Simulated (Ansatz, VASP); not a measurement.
# La4TaO in VASP and in Ansatz

The input INCAR:

```
SYSTEM = La4TaO
PREC = Accurate
ENCUT = 600
EDIFF = 1E-6
ISMEAR = 0
SIGMA = 0.1
LREAL = .False.
LASPH = .True.
NELM = 60
ALGO = Normal
ISIF = 3
LWAVE = .False.
LCHARG = .False.
GGA = PE
IBRION = 2
NSW = 90
EDIFFG = -0.04
```

File KPOINTS:

```
regular mesh
0
Gamma
  4 4 4
  0 0 0
```

File POSCAR:

```
La4TaO
1.0
    0.0000000000      4.1817696300      4.1817696300
    4.1817696300      0.0000000000      4.1817696300
    4.1817696300      4.1817696300      0.0000000000
La Ta O
4 1 1
Direct
    0.6250080000      0.6250080000      0.6250080000
    0.6250080000      0.1249760000      0.6250080000
    0.1249760000      0.6250080000      0.6250080000
    0.6250080000      0.6250080000      0.1249760000
    0.2500000000      0.2500000000      0.2500000000
    0.0000000000      0.0000000000      0.0000000000
```

Input for Ansatz:

```yaml
crystal:
  lattice:
    - [0.0, 4.18176963, 4.18176963]
    - [4.18176963, 0.0, 4.18176963]
    - [4.18176963, 4.18176963, 0.0]
  atoms:
    - { symbol: La, position: [0.625008, 0.625008, 0.625008] }
    - { symbol: La, position: [0.625008, 0.124976, 0.625008] }
    - { symbol: La, position: [0.124976, 0.625008, 0.625008] }
    - { symbol: La, position: [0.625008, 0.625008, 0.124976] }
    - { symbol: Ta, position: [0.25, 0.25, 0.25] }
    - { symbol: O, position: [0.0, 0.0, 0.0] }
basis:
  ecutwfc: 420
kpoints:
  mp_grid: { grid: [4, 4, 4] }
hamiltonian:
  xc: pbe
scf:
  occupations: { method: gaussian, width: 0.1 }
  lower_state_search: "off"
output:
  forces: true
  stress: true
  eigenvalues: true
relax:
  adjacent_minimum: "off"
  f_tol: 0.04
  max_steps: 70
  cell: { stress_tol: 0.4 }
```

Change from the starting cell: species swapped into the YbNi4Au type (F-43m, No. 216).

Alike in both runs: task relaxation of cell and atoms; functional PBE; k mesh 4 × 4 × 4; occupations gaussian, width 0.1 eV; no spin polarisation.

|  | VASP | Ansatz |
| --- | --- | --- |
| version | VASP 6.6.1 | Ansatz 0.2.0 |
| potentials or method | VASP PAW PBE potentials, release 64 (La, Ta_pv, O), cutoff 600 eV | scalar-relativistic, plane waves, PAW |
| valence electrons in the cell | 61 | 63 |

```csv
,VASP,Ansatz,Ansatz less VASP
"gap on the k mesh at the Fermi level, each at its own relaxed structure (eV)",none,none,-
relaxed volume (Å³/atom),28.33,28.15,-0.181
relaxed length of the cell vector where the two differ most in proportion (Å),6.218,6.205,-0.0133
```

A gap of «none» marks a metal or a gap that the smearing closes. VASP's potentials hold 61 valence electrons a cell and Ansatz's 63, so a difference there can come from the potentials and not from the codes.

Spin-orbit coupling is off throughout. Noted on VASP's run: the volume moved by over 15 % at a fixed basis, so the end points are rough.
